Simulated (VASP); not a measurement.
# Ni (Fm-3m) in VASP: further runs, part 3 of 3

VASP 6.6.1. Earlier steps stand in the parts before.

## (6) Single point, RPBE (volume scaled by 0.96)

File INCAR:

```
SYSTEM = Ni
PREC     = Accurate       ! precision mode
ENCUT    = 520            ! plane-wave cutoff, eV
EDIFF    = 1E-6           ! SCF threshold, eV
ISMEAR   = -1             ! smearing method
SIGMA    = 0.1            ! smearing width, eV
LREAL    = .False.        ! projectors in reciprocal space
LASPH    = .True.         ! aspherical terms in the spheres
NELM     = 80             ! most SCF steps
ALGO     = Normal         ! electronic algorithm
ISIF     = 2              ! what is computed and relaxed
LWAVE    = .False.        ! write WAVECAR
LCHARG   = .False.        ! write CHGCAR
GGA      = RP             ! functional
NBANDS   = 11             ! bands
```

File KPOINTS:

```
regular mesh
0
Gamma
  25 25 25
  0 0 0
```

File POSCAR:

```
Ni
1.0
    0.0000000000      1.7501163210      1.7501163210
    1.7501163210      0.0000000000      1.7501163210
    1.7501163210      1.7501163210      0.0000000000
Ni
1
Direct
    0.0000000000      0.0000000000      0.0000000000
```

Potentials or basis: VASP PAW PBE potentials, release 64 (Ni).

Started as:

```console
> cat potpaw_PBE.64/Ni/POTCAR > POTCAR
> mpirun -np 1 vasp_std > vasp.out
```

OUTCAR:

```text
SYSTEM = Ni
   PREC = Accurate
   ENCUT = 520
   EDIFF = 1E-6
   ISMEAR = -1
   LREAL = .False.
   LASPH = .True.
   NELM = 80
   ISIF = 2
   GGA = RP

 ion  position               nearest neighbor table
   1  0.000  0.000  0.000-

  LATTYP: Found a face centered cubic cell.
 ALAT       =     3.5002326420

  Lattice vectors:

 A1 = (   0.0000000000,   1.7501163210,   1.7501163210)
 A2 = (   1.7501163210,   0.0000000000,   1.7501163210)
 A3 = (   1.7501163210,   1.7501163210,   0.0000000000)

Analysis of symmetry for initial positions (statically):
=====================================================================
 Subroutine PRICEL returns:
 Original cell was already a primitive cell.

 Routine SETGRP: Setting up the symmetry group for a
 face centered cubic supercell.

 Subroutine GETGRP returns: Found 48 space group operations
 (whereof 48 operations were pure point group operations)
 out of a pool of 48 trial point group operations.

The static configuration has the point symmetry O_h .

Analysis of symmetry for dynamics (positions and initial velocities):
=====================================================================
 Subroutine PRICEL returns:
 Original cell was already a primitive cell.

 Routine SETGRP: Setting up the symmetry group for a
 face centered cubic supercell.

 Subroutine GETGRP returns: Found 48 space group operations
 (whereof 48 operations were pure point group operations)
 out of a pool of 48 trial point group operations.

The dynamic configuration has the point symmetry O_h .

 Subroutine INISYM returns: Found 48 space group operations
 (whereof 48 operations are pure point group operations),
 and found     1 'primitive' translations

----------------------------------------------------------------------------------------

                                     Primitive cell

  volume of cell :      10.7209

  direct lattice vectors                    reciprocal lattice vectors
     0.000000000  1.750116321  1.750116321    -0.285695296  0.285695296  0.285695296
     1.750116321  0.000000000  1.750116321     0.285695296 -0.285695296  0.285695296
     1.750116321  1.750116321  0.000000000     0.285695296  0.285695296 -0.285695296

  length of vectors
     2.475038237  2.475038237  2.475038237     0.494838768  0.494838768  0.494838768

  position of ions in fractional coordinates (direct lattice)
     0.000000000  0.000000000  0.000000000

  ion indices of the primitive-cell ions
   primitive index   ion index
                 1           1

----------------------------------------------------------------------------------------

 KPOINTS: regular mesh

Automatic generation of k-mesh.
 Grid dimensions read from file:
 generate k-points for:   25   25   25

 Generating k-lattice:

  Cartesian coordinates                     Fractional coordinates (reciprocal lattice)
    -0.011427812  0.011427812  0.011427812     0.040000000  0.000000000  0.000000000
     0.011427812 -0.011427812  0.011427812     0.000000000  0.040000000  0.000000000
     0.011427812  0.011427812 -0.011427812     0.000000000  0.000000000  0.040000000

  Length of vectors
     0.019793551  0.019793551  0.019793551

  Shift w.r.t. Gamma in fractional coordinates (k-lattice)
     0.000000000  0.000000000  0.000000000

 Subroutine IBZKPT returns following result:
 ===========================================

 Found    455 irreducible k-points:

 Following reciprocal coordinates:
            Coordinates               Weight
  0.000000  0.000000  0.000000      1.000000
  0.040000  0.000000  0.000000      8.000000
  0.080000  0.000000  0.000000      8.000000
  0.120000  0.000000  0.000000      8.000000
  0.160000  0.000000  0.000000      8.000000
  0.200000  0.000000  0.000000      8.000000
[... 16 lines left out ...]
  0.400000  0.040000  0.000000     24.000000
  0.440000  0.040000  0.000000     24.000000
 [... further k-points ...]
   k-points           NKPTS =    455   k-points in BZ     NKDIM =    455   number of bands    NBANDS=     11
   number of dos      NEDOS =    301   number of ions     NIONS =      1
   total plane-waves  NPLWV =   5832
   dimension x,y,z NGX =    18 NGY =   18 NGZ =   18
   dimension x,y,z NGXF=    36 NGYF=   36 NGZF=   36
   ions per type =               1
   NGX,Y,Z   is equivalent  to a cutoff of  12.09, 12.09, 12.09 a.u.
   NGXF,Y,Z  is equivalent  to a cutoff of  24.18, 24.18, 24.18 a.u.
 SYSTEM =  Ni
   PREC   = accura    normal or accurate (medium, high low for compatibility)
   ISTART =      0    job   : 0-new  1-cont  2-samecut
   ICHARG =      2    charge: 1-file 2-atom 10-const
   ISPIN  =      1    spin polarized calculation?
   LNONCOLLINEAR =      F non collinear calculations
   LSORBIT =      F    spin-orbit coupling
   LASPH  =      T    aspherical Exc in radial PAW
   ENCUT  =  520.0 eV  38.22 Ry    6.18 a.u.   4.60  4.60  4.60*2*pi/ulx,y,z
   NELM   =     80;   NELMIN=  2; NELMDL= -5     # of ELM steps
   EDIFF  = 0.1E-05   stopping-criterion for ELM
   LREAL  =      F    real-space projection
   EDIFFG = 0.1E-04   stopping-criterion for IOM
   NSW    =      0    number of steps for IOM
   IBRION =     -1    ionic relax: 0-MD 1-quasi-New 2-CG
   NFREE  =      0    steps in history (QN), initial steepest desc. (CG)
   ISIF   =      2    stress and relaxation
   ISYM   =      2    0-nonsym 1-usesym 2-fastsym
   POTIM  = 0.5000    time-step for ionic-motion
   TEBEG  =    0.0;   TEEND  =   0.0 temperature during run
   PSTRESS=    0.0 pullay stress
   NELECT =      10.0000    total number of electrons
   NUPDOWN=      -1.0000    fix difference up-down
   EMIN   =  10.00;   EMAX   =-10.00  energy-range for DOS
   EFERMI =   0.00;   METHOD = LEGACY
   ISMEAR =    -1;   SIGMA  =   0.10  broadening in eV -4-tet -1-fermi 0-gaus
   EFERMI_NEDOS =   21; number of points for ismear=-14 and -15
   IALGO  =     38    algorithm
   IMIX   =      4    mixing-type and parameters
     AMIX     =   0.40;   BMIX     =  1.00
     AMIX_MAG =   1.60;   BMIX_MAG =  1.00
  volume/ion in A,a.u.               =      10.72        72.35
  Fermi-wavevector in a.u.,A,eV,Ry     =   1.599550  3.022712 34.811341  2.558561
  Thomas-Fermi vector in A             =   2.696826
   LORBIT       =      0    0 simple, 1 ext, 2 COOP (PROOUT), +10 PAW based schemes
   GGA     = RP    functional components
   LHFCALC =     F    Hartree Fock is set to
   AEXX    =    0.0000 exact exchange contribution
   IVDW    =     0    specifies the selected vdW correction
   LEPSILON=     F    determine dielectric tensor
   LRPA    =     F    only Hartree local field effects (RPA)
 non-spin polarized calculation
  energy-cutoff  :      520.00
  volume of cell :       10.72
 maximum number of plane-waves:       303
   NGX =  9   NGY =  9   NGZ =  9

 number of electron      10.0000009 magnetization

 Free energy of the ion-electron system (eV)
  ---------------------------------------------------
  ext. energy  EPLUGINS =         0.00000000
  ---------------------------------------------------
  free energy    TOTEN  =        -4.93196247 eV

  energy without entropy =       -4.84515587  energy(sigma->0) =       -4.88855917

 E-fermi :   9.5687     XC(G=0): -13.2185

 val. band max:        9.5685659608   @ k =   0.4400   0.2800   0.0000
 cond. band min:       9.5687956593   @ k =  -0.4400   0.3600   0.0000
 fundamental gap:      0.0002296984
 Fermi energy:         9.5686841159

 k-point     1 :       0.0000    0.0000    0.0000
  band No.  band energies     occupation
      1       0.6090      2.00000
      2       7.6630      2.00000
      3       7.6630      2.00000
      4       7.6630      2.00000
      5       8.7747      1.99929
      6       8.7747      1.99929
      7      33.4482      0.00000
      8      37.5658      0.00000
      9      37.5658      0.00000
     10      37.5658      0.00000
     11      40.6094      0.00000
[... 309 lines left out ...]
 k-point    24 :       0.4400    0.0400    0.0000
  band No.  band energies     occupation
      1       4.9713      2.00000
      2       7.6102      2.00000
      3       7.6731      2.00000
      4       8.4638      1.99997
      5       9.4884      1.38103
      6       9.6636      0.55828
      7      16.9702      0.00000
      8      31.8473      0.00000
      9      33.7998      0.00000
     10      34.8108      0.00000
     11      38.0890      0.00000

 [... further k-points ...]

------------------------ aborting loop because EDIFF is reached ----------------------------------------

  FORCE on cell =-STRESS in cart. coord.  units (eV):
  Direction    XX          YY          ZZ          XY          YZ          ZX
  --------------------------------------------------------------------------------------
  -------------------------------------------------------------------------------------
  Total        0.5602495      0.5602495      0.5602495      0.0000000      0.0000000      0.0000000
  in kB       83.7261940     83.7261940     83.7261940      0.0000000      0.0000000      0.0000000
  external PRESSURE =      83.7261940 kB  Pullay stress =       0.0000000 kB

 VOLUME and BASIS-vectors are now :
 -----------------------------------------------------------------------------
  energy-cutoff  :      520.00
  volume of cell :       10.72
      direct lattice vectors                 reciprocal lattice vectors
     0.000000000  1.750116321  1.750116321    -0.285695296  0.285695296  0.285695296
     1.750116321  0.000000000  1.750116321     0.285695296 -0.285695296  0.285695296
     1.750116321  1.750116321  0.000000000     0.285695296  0.285695296 -0.285695296

 POSITION                                       TOTAL-FORCE (eV/Angst)
 -----------------------------------------------------------------------------------
      0.00000      0.00000      0.00000         0.000000     -0.000000     -0.000000
 -----------------------------------------------------------------------------------
    total drift:                               -0.000000     -0.000000     -0.000000

  FREE ENERGIE OF THE ION-ELECTRON SYSTEM (eV)
  ---------------------------------------------------
  free  energy   TOTEN  =        -4.9319624663 eV

  energy  without entropy=       -4.8451558660  energy(sigma->0) =       -4.88855917
```

Wall time 17 s (1 thread of Intel Xeon 6975P-C (Granite Rapids), shared host); peak memory 0.16 GiB.

Results:

| Item | Value |
| --- | --- |
| Free energy | -4.9320 eV |
| Pressure | 8.4 GPa |
| Band gap on the k mesh | zero (band 5 reaches 9.71 eV, above the bottom of band 6 at 8.73 eV) |

Caveat: the PAW data sets were made with another functional, which shifts forces and pressure a little; the run has no spin polarisation, though such a crystal can be magnetic. Spin polarisation is off, so any magnetic state and its effect on volume and gap are missing.

## (7) The runs side by side

| task | cell | k mesh | cutoff (eV) | gap on the mesh (eV) | pressure (GPa) |
| --- | --- | --- | --- | --- | --- |
| single point | a = 2.509 Å, angles 60.0°, 1 atom | 15 × 15 × 15 | 520 | none | 0.2 |
| relaxation of cell and atoms | relaxed from a = 2.492 Å, angles 60.0°, 1 atom | 15 × 15 × 15 | 600 | none | 0.0 |
| single point | a = 2.404 Å, angles 60.0°, 1 atom | 25 × 25 × 25 | 520 | none | 31.6 |
| single point | a = 2.440 Å, angles 60.0°, 1 atom | 25 × 25 × 25 | 520 | none | 18.6 |
| single point | a = 2.475 Å, angles 60.0°, 1 atom | 25 × 25 × 25 | 520 | none | 8.4 |

Alike in all rows: level RPBE; potentials or basis VASP PAW PBE potentials, release 64 (Ni); no spin polarisation; smearing fermi-dirac 0.1 eV.

Caveats: the PAW data sets were made with another functional, which shifts forces and pressure a little; the run has no spin polarisation, though such a crystal can be magnetic.

Total energies depend on the potentials used, so only differences within one code and one set of settings carry meaning.
